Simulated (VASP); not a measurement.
# CdTe3 (Pm-3m) in VASP: single point with r2SCAN

Aim: the single point of CdTe3 with r2SCAN.

All numbers are computed with VASP 6.6.1; they aren't measurements. Logs are shortened: lines on timing, memory, paths and dates and some standing lists are left out, and cuts for length are marked.

## 1. The cell of the first run

It takes space group Pm-3m (No. 221, cubic). The conventional cell has a = 6.075 Å, b = 6.075 Å, c = 6.075 Å, α = 90.00°, β = 90.00°, γ = 90.00°. Cd (site symmetry m-3m) has 12 Te at 4.30 Å within 5.6 Å. Te (site symmetry 4/mmm) has 4 Cd at 4.30 Å and 8 Te at 4.30 Å within 5.6 Å.

## 2. Single point, r2SCAN

Contents of POSCAR:

```
CdTe3
1.0
    6.0750890000      0.0000000000      0.0000000000
    0.0000000000      6.0750890000      0.0000000000
    0.0000000000      0.0000000000      6.0750890000
Cd Te
1 3
Direct
    0.0000000000      0.0000000000      0.0000000000
    0.5000000000      0.0000000000      0.5000000000
    0.0000000000      0.5000000000      0.5000000000
    0.5000000000      0.5000000000      0.0000000000
```

Contents of INCAR.step1:

```
SYSTEM = CdTe3
PREC = Accurate
ENCUT = 520
ISMEAR = -1
SIGMA = 0.0145
LREAL = .False.
LASPH = .True.
NELM = 80
NBANDS = 23
GGA = PE
ALGO = Normal
EDIFF = 1E-4
LWAVE = .True.
LCHARG = .False.
```

Contents of INCAR.step2:

```
SYSTEM = CdTe3
PREC = Accurate
ENCUT = 520
EDIFF = 1E-6
ISMEAR = -1
SIGMA = 0.0145
LREAL = .False.
LASPH = .True.
NELM = 80
ALGO = Normal
ISIF = 2
LWAVE = .False.
LCHARG = .False.
METAGGA = R2SCAN
LMIXTAU = .True.
NBANDS = 23
ISTART = 1
```

Contents of KPOINTS:

```
Automatic mesh
0
Gamma
  4 4 4
  0 0 0
```

Potentials or basis: VASP PAW PBE potentials, release 64 (Cd, Te).

Command:

```
$ cat potpaw_PBE.64/Cd/POTCAR potpaw_PBE.64/Te/POTCAR > POTCAR
$ cp INCAR.step1 INCAR
$ mpirun -np 1 vasp_std > vasp.out
$ cp INCAR.step2 INCAR
$ mpirun -np 1 vasp_std > vasp.out
```

OUTCAR:

```text
SYSTEM = CdTe3
   PREC = Accurate
   ENCUT = 520
   EDIFF = 1E-6
   ISMEAR = -1
   LREAL = .False.
   LASPH = .True.
   NELM = 80
   ISIF = 2
   METAGGA = R2SCAN
   ISTART = 1

 ion  position               nearest neighbor table
   1  0.000  0.000  0.000-
   2  0.500  0.000  0.500-
   3  0.000  0.500  0.500-
   4  0.500  0.500  0.000-

  LATTYP: Found a simple cubic cell.
 ALAT       =     6.0750890000

  Lattice vectors:

 A1 = (   6.0750890000,   0.0000000000,   0.0000000000)
 A2 = (   0.0000000000,   6.0750890000,   0.0000000000)
 A3 = (   0.0000000000,   0.0000000000,   6.0750890000)

Analysis of symmetry for initial positions (statically):
=====================================================================
 Subroutine PRICEL returns:
 Original cell was already a primitive cell.

 Routine SETGRP: Setting up the symmetry group for a
 simple cubic supercell.

 Subroutine GETGRP returns: Found 48 space group operations
 (whereof 48 operations were pure point group operations)
 out of a pool of 48 trial point group operations.

The static configuration has the point symmetry O_h .

Analysis of symmetry for dynamics (positions and initial velocities):
=====================================================================
 Subroutine PRICEL returns:
 Original cell was already a primitive cell.

 Routine SETGRP: Setting up the symmetry group for a
 simple cubic supercell.

 Subroutine GETGRP returns: Found 48 space group operations
 (whereof 48 operations were pure point group operations)
 out of a pool of 48 trial point group operations.

The dynamic configuration has the point symmetry O_h .

 Subroutine INISYM returns: Found 48 space group operations
 (whereof 48 operations are pure point group operations),
 and found     1 'primitive' translations

----------------------------------------------------------------------------------------

                                     Primitive cell

  volume of cell :     224.2115

  direct lattice vectors                    reciprocal lattice vectors
     6.075089000  0.000000000  0.000000000     0.164606642  0.000000000  0.000000000
     0.000000000  6.075089000  0.000000000     0.000000000  0.164606642  0.000000000
     0.000000000  0.000000000  6.075089000     0.000000000  0.000000000  0.164606642

  length of vectors
     6.075089000  6.075089000  6.075089000     0.164606642  0.164606642  0.164606642

  position of ions in fractional coordinates (direct lattice)
     0.000000000  0.000000000  0.000000000
     0.500000000  0.000000000  0.500000000
     0.000000000  0.500000000  0.500000000
     0.500000000  0.500000000  0.000000000

  ion indices of the primitive-cell ions
   primitive index   ion index
                 1           1
                 2           2
                 3           3
                 4           4

----------------------------------------------------------------------------------------

 KPOINTS: Automatic mesh

Automatic generation of k-mesh.
 Grid dimensions read from file:
 generate k-points for:    4    4    4

 Generating k-lattice:

  Cartesian coordinates                     Fractional coordinates (reciprocal lattice)
     0.041151660  0.000000000  0.000000000     0.250000000  0.000000000  0.000000000
     0.000000000  0.041151660  0.000000000     0.000000000  0.250000000  0.000000000
     0.000000000  0.000000000  0.041151660     0.000000000  0.000000000  0.250000000

  Length of vectors
     0.041151660  0.041151660  0.041151660

  Shift w.r.t. Gamma in fractional coordinates (k-lattice)
     0.000000000  0.000000000  0.000000000

 Subroutine IBZKPT returns following result:
 ===========================================

 Found     10 irreducible k-points:

 Following reciprocal coordinates:
            Coordinates               Weight
  0.000000  0.000000  0.000000      1.000000
  0.250000  0.000000  0.000000      6.000000
  0.500000  0.000000  0.000000      3.000000
  0.250000  0.250000  0.000000     12.000000
  0.500000  0.250000  0.000000     12.000000
  0.500000  0.500000  0.000000      3.000000
  0.250000  0.250000  0.250000      8.000000
  0.500000  0.250000  0.250000     12.000000
  0.500000  0.500000  0.250000      6.000000
  0.500000  0.500000  0.500000      1.000000
   k-points           NKPTS =     10   k-points in BZ     NKDIM =     10   number of bands    NBANDS=     23
   number of dos      NEDOS =    301   number of ions     NIONS =      4
   total plane-waves  NPLWV = 110592
   dimension x,y,z NGX =    48 NGY =   48 NGZ =   48
   dimension x,y,z NGXF=    96 NGYF=   96 NGZF=   96
   ions per type =               1   3
   NGX,Y,Z   is equivalent  to a cutoff of  13.14, 13.14, 13.14 a.u.
   NGXF,Y,Z  is equivalent  to a cutoff of  26.27, 26.27, 26.27 a.u.
 SYSTEM =  CdTe3
   PREC   = accura    normal or accurate (medium, high low for compatibility)
   ISTART =      1    job   : 0-new  1-cont  2-samecut
   ICHARG =      0    charge: 1-file 2-atom 10-const
   ISPIN  =      1    spin polarized calculation?
   LNONCOLLINEAR =      F non collinear calculations
   LSORBIT =      F    spin-orbit coupling
   LASPH  =      T    aspherical Exc in radial PAW
   ENCUT  =  520.0 eV  38.22 Ry    6.18 a.u.  11.30 11.30 11.30*2*pi/ulx,y,z
   NELM   =     80;   NELMIN=  2; NELMDL=  0     # of ELM steps
   EDIFF  = 0.1E-05   stopping-criterion for ELM
   LREAL  =      F    real-space projection
[... 7 lines left out ...]
   TEBEG  =    0.0;   TEEND  =   0.0 temperature during run
   PSTRESS=    0.0 pullay stress
   NELECT =      30.0000    total number of electrons
   NUPDOWN=      -1.0000    fix difference up-down
   EMIN   =  10.00;   EMAX   =-10.00  energy-range for DOS
   EFERMI =   0.00;   METHOD = LEGACY
   ISMEAR =    -1;   SIGMA  =   0.01  broadening in eV -4-tet -1-fermi 0-gaus
   EFERMI_NEDOS =   21; number of points for ismear=-14 and -15
   IALGO  =     38    algorithm
   IMIX   =      4    mixing-type and parameters
     AMIX     =   0.40;   BMIX     =  1.00
     AMIX_MAG =   1.60;   BMIX_MAG =  1.00
  volume/ion in A,a.u.               =      56.05       378.26
  Fermi-wavevector in a.u.,A,eV,Ry     =   0.837329  1.582322  9.539306  0.701119
  Thomas-Fermi vector in A             =   1.951200
   LORBIT       =      0    0 simple, 1 ext, 2 COOP (PROOUT), +10 PAW based schemes
   METAGGA = R2SCAN    functional components
   LHFCALC =     F    Hartree Fock is set to
   AEXX    =    0.0000 exact exchange contribution
   IVDW    =     0    specifies the selected vdW correction
   LEPSILON=     F    determine dielectric tensor
   LRPA    =     F    only Hartree local field effects (RPA)
 non-spin polarized calculation
  energy-cutoff  :      520.00
  volume of cell :      224.21
 maximum number of plane-waves:      6088
 NGX is ok and might be reduce to    48
   NGX = 23   NGY = 23   NGZ = 23

 number of electron      29.9999996 magnetization

 Free energy of the ion-electron system (eV)
  ---------------------------------------------------
  ext. energy  EPLUGINS =         0.00000000
  ---------------------------------------------------
  free energy    TOTEN  =       -90.62898786 eV

  energy without entropy =      -90.61529091  energy(sigma->0) =      -90.62213938

 E-fermi :  -0.0345     XC(G=0):  -7.4044

 val. band max:       -0.0393667762   @ k =   0.2500   0.2500   0.0000
 cond. band min:      -0.0326576781   @ k =   0.5000   0.5000   0.0000
 fundamental gap:      0.0067090981
 Fermi energy:        -0.0344853926

 k-point     1 :       0.0000    0.0000    0.0000
  band No.  band energies     occupation
      1     -10.6508      2.00000
      2      -9.9413      2.00000
      3      -9.9413      2.00000
      4      -8.2284      2.00000
      5      -8.2284      2.00000
      6      -8.2284      2.00000
[... 15 lines left out ...]
     22       5.3971      0.00000
     23       5.6473      0.00000

 k-point     2 :       0.2500    0.0000    0.0000
  band No.  band energies     occupation
      1     -10.5668      2.00000
      2     -10.0403      2.00000
      3      -9.9361      2.00000
      4      -8.2294      2.00000
      5      -8.2294      2.00000
      6      -8.2287      2.00000
[... 15 lines left out ...]
     22       5.9999      0.00000
     23       6.3295      0.00000

 k-point     3 :       0.5000    0.0000    0.0000
  band No.  band energies     occupation
      1     -10.4248      2.00000
      2     -10.1973      2.00000
      3      -9.9310      2.00000
      4      -8.2317      2.00000
      5      -8.2305      2.00000
      6      -8.2305      2.00000
[... 15 lines left out ...]
     22       6.9089      0.00000
     23       7.0948      0.00000

 k-point     4 :       0.2500    0.2500    0.0000
  band No.  band energies     occupation
      1     -10.4900      2.00000
      2     -10.0651      2.00000
      3      -9.9919      2.00000
      4      -8.2303      2.00000
      5      -8.2294      2.00000
      6      -8.2293      2.00000
[... 15 lines left out ...]
     22       6.3215      0.00000
     23       6.6397      0.00000

 k-point     5 :       0.5000    0.2500    0.0000
  band No.  band energies     occupation
      1     -10.3554      2.00000
      2     -10.1889      2.00000
      3     -10.0064      2.00000
      4      -8.2306      2.00000
      5      -8.2304      2.00000
      6      -8.2293      2.00000
[... 15 lines left out ...]
     22       7.2669      0.00000
     23       7.3878      0.00000

 k-point     6 :       0.5000    0.5000    0.0000
  band No.  band energies     occupation
      1     -10.1874      2.00000
      2     -10.1804      2.00000
      3     -10.1804      2.00000
      4      -8.2303      2.00000
      5      -8.2303      2.00000
      6      -8.2301      2.00000
[... 15 lines left out ...]
     22       7.4376      0.00000
     23       7.4376      0.00000

 k-point     7 :       0.2500    0.2500    0.2500
  band No.  band energies     occupation
      1     -10.4232      2.00000
      2     -10.0604      2.00000
      3     -10.0604      2.00000
      4      -8.2298      2.00000
      5      -8.2298      2.00000
      6      -8.2281      2.00000
[... 15 lines left out ...]
     22       6.5137      0.00000
     23       6.8792      0.00000

 k-point     8 :       0.5000    0.2500    0.2500
  band No.  band energies     occupation
      1     -10.3029      2.00000
      2     -10.1824      2.00000
      3     -10.0557      2.00000
      4      -8.2293      2.00000
      5      -8.2289      2.00000
      6      -8.2263      2.00000
[... 15 lines left out ...]
     22       7.0569      0.00000
     23       7.6387      0.00000

 k-point     9 :       0.5000    0.5000    0.2500
  band No.  band energies     occupation
      1     -10.1794      2.00000
      2     -10.1759      2.00000
      3     -10.1759      2.00000
      4      -8.2284      2.00000
      5      -8.2270      2.00000
      6      -8.2258      2.00000
[... 15 lines left out ...]
     22       7.2356      0.00000
     23       7.2359      0.00000

 k-point    10 :       0.5000    0.5000    0.5000
  band No.  band energies     occupation
      1     -10.1714      2.00000
      2     -10.1714      2.00000
      3     -10.1714      2.00000
      4      -8.2268      2.00000
      5      -8.2268      2.00000
      6      -8.2213      2.00000
[... 15 lines left out ...]
     22       6.5817      0.00000
     23       6.5817      0.00000

------------------------ aborting loop because EDIFF is reached ----------------------------------------

  FORCE on cell =-STRESS in cart. coord.  units (eV):
  Direction    XX          YY          ZZ          XY          YZ          ZX
  --------------------------------------------------------------------------------------
  -------------------------------------------------------------------------------------
  Total       -8.0349721     -8.0349721     -8.0349721     -0.0000000      0.0000000      0.0000000
  in kB      -57.4165406    -57.4165406    -57.4165406     -0.0000000      0.0000000      0.0000000
  external PRESSURE =     -57.4165406 kB  Pullay stress =       0.0000000 kB

 VOLUME and BASIS-vectors are now :
 -----------------------------------------------------------------------------
  energy-cutoff  :      520.00
  volume of cell :      224.21
      direct lattice vectors                 reciprocal lattice vectors
     6.075089000  0.000000000  0.000000000     0.164606642  0.000000000  0.000000000
     0.000000000  6.075089000  0.000000000     0.000000000  0.164606642  0.000000000
     0.000000000  0.000000000  6.075089000     0.000000000  0.000000000  0.164606642

 POSITION                                       TOTAL-FORCE (eV/Angst)
 -----------------------------------------------------------------------------------
      0.00000      0.00000      0.00000         0.000000      0.000000      0.000000
      3.03754      0.00000      3.03754         0.000000      0.000000      0.000000
      0.00000      3.03754      3.03754         0.000000      0.000000      0.000000
      3.03754      3.03754      0.00000         0.000000      0.000000      0.000000
 -----------------------------------------------------------------------------------
    total drift:                                0.000000      0.000000     -0.000000

  FREE ENERGIE OF THE ION-ELECTRON SYSTEM (eV)
  ---------------------------------------------------
  free  energy   TOTEN  =       -90.6289878551 eV

  energy  without entropy=      -90.6152909129  energy(sigma->0) =      -90.62213938
```

Wall time 89 s (1 thread of Intel Xeon 6975P-C (Granite Rapids), shared host); peak memory 0.38 GiB.

What came out:

| Property | Result |
| --- | --- |
| Free energy | -90.6290 eV |
| Pressure | -5.7 GPa |
| Band gap on the k mesh | zero (band 15 reaches 0.36 eV, above the bottom of band 16 at -0.04 eV) |

Caveat: the PAW data sets were made with another functional, which shifts forces and pressure a little; spin-orbit coupling is left out, which moves the levels of the heavy elements.
